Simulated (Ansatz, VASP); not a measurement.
TaAs: VASP beside Ansatz

The input INCAR:

```
SYSTEM = TaAs
ALGO = Normal
EDIFF = 1E-6
ENCUT = 510
GGA_COMPAT = .False.
ISIF = 2
ISMEAR = 0
LASPH = .True.
LCHARG = .False.
LREAL = .False.
LWAVE = .False.
NBANDS = 36
NELM = 120
PREC = Accurate
SIGMA = 0.05
```

KPOINTS

```
k-points
0
Gamma
  10 10 10
  0 0 0
```

The input POSCAR:

```
TaAs
1.0
    0.0000000000     -3.4436267244      0.0000000000
    3.4436267244      0.0000000000      0.0000000000
   -1.7218133622      1.7218133622      5.8679415361
Ta As
2 2
Direct
    0.4999673000      0.9999673000      0.9999346000
    0.7499673000      0.7499673000      0.4999346000
    0.0826321200      0.5826321200      0.1652642400
    0.3326321200      0.3326321200      0.6652642400
```

Input for Ansatz:

```yaml
crystal:
  lattice:
    - [0.0, -3.4436267244, 0.0]
    - [3.4436267244, 0.0, 0.0]
    - [-1.7218133622, 1.7218133622, 5.8679415361]
  atoms:
    - { symbol: Ta, position: [0.4999673, 0.9999673, 0.9999346] }
    - { symbol: Ta, position: [0.7499673, 0.7499673, 0.4999346] }
    - { symbol: As, position: [0.08263212, 0.58263212, 0.16526424] }
    - { symbol: As, position: [0.33263212, 0.33263212, 0.66526424] }
basis:
  ecutwfc: 420
  fft_grid_basis: typed
kpoints:
  mp_grid: { grid: [10, 10, 10] }
hamiltonian:
  xc: lda
  pseudopotentials: { kind: paw }
scf:
  occupations: { method: gaussian, width: 0.05 }
output:
  forces: true
  stress: true
  eigenvalues: true
  bader: true
  write_density: true
  volumetric_format: npy
```

Alike in both runs: task single point; functional LDA; k mesh 10 × 10 × 10; occupations gaussian, width 0.05 eV; no spin polarisation.

|  | VASP | Ansatz |
| --- | --- | --- |
| version | VASP 6.6.1 | Ansatz 0.2.0 |
| potentials or method | VASP PAW LDA potentials, release 64 (Ta_sv_GW, As_d), cutoff 510 eV | scalar-relativistic, plane waves, PAW |
| valence electrons in the cell | 56 | 56 |

Ansatz gave:

- gap on the k mesh at the Fermi level (eV): 0.04
- pressure (GPa): -7.5
- traceless stress, the component that is largest in VASP (GPa): 0.14
- rms of the force components (eV/Å): 0.012

Q: Which values does VASP return?

A: gap on the k mesh at the Fermi level (eV): 0.04; pressure (GPa): -7.3; traceless stress, the component that is largest in VASP (GPa): 0.07; rms of the force components (eV/Å): 0.013.

LDA's correlation is that of Perdew and Zunger in VASP and of Perdew and Wang (1992) in Ansatz. Atom by atom the forces differ by 0.002 eV/Å (rms over components).

Spin-orbit coupling is off throughout.
